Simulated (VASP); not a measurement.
A run of VASP 6.6.1 is set up as follows.

The input INCAR:

```
SYSTEM = Rb2PdC2
ALGO = Normal ; EDIFF = 1E-7
ENCUT = 520 ; ISIF = 2
ISMEAR = 0 ; LASPH = .True.
LCHARG = .False. ; LREAL = .False.
LWAVE = .False. ; NBANDS = 26
NELM = 100 ; PREC = Accurate
SIGMA = 0.02
```

KPOINTS

```
k-points
0
Gamma
  6 6 6
  0 0 0
```

The input POSCAR:

```
Rb2PdC2
1.0
    5.2049722283      0.0000000000      0.0000000000
   -2.6024861142      4.5076381757      0.0000000000
    0.0000000000      0.0000000000      5.1958647434
Rb Pd C
2 1 2
Direct
    0.3333333333      0.6666666667      0.2793194133
    0.6666666667      0.3333333333      0.7206805867
    0.0000000000      0.0000000000      0.0000000000
    0.0000000000      0.0000000000      0.3785987409
    0.0000000000      0.0000000000      0.6214012591
```

Potentials or basis: VASP PAW LDA potentials, release 64 (Rb_sv, Pd, C).

Launch:

```sh
$ cat potpaw_LDA.64/Rb_sv/POTCAR potpaw_LDA.64/Pd/POTCAR potpaw_LDA.64/C/POTCAR > POTCAR
$ mpirun -np 1 vasp_std > vasp.out
```

**Question.** Estimate the band gap on the k mesh.

**Answer.** 1.52 eV.

**Question.** Estimate the largest force.

**Answer.** 0.054 eV/Å.

**Question.** Estimate the pressure.

**Answer.** 0.1 GPa.

Forces in eV/Å, atoms in the order of the input:
```
Rb   0.000  0.000  0.001
Rb   0.000  0.000 -0.001
Pd   0.000  0.000  0.000
C    0.000  0.000 -0.054
C    0.000  0.000  0.054
```

A k mesh can miss the band edges. Expect the measured gap to be larger: semilocal functionals such as LDA lack the derivative discontinuity.
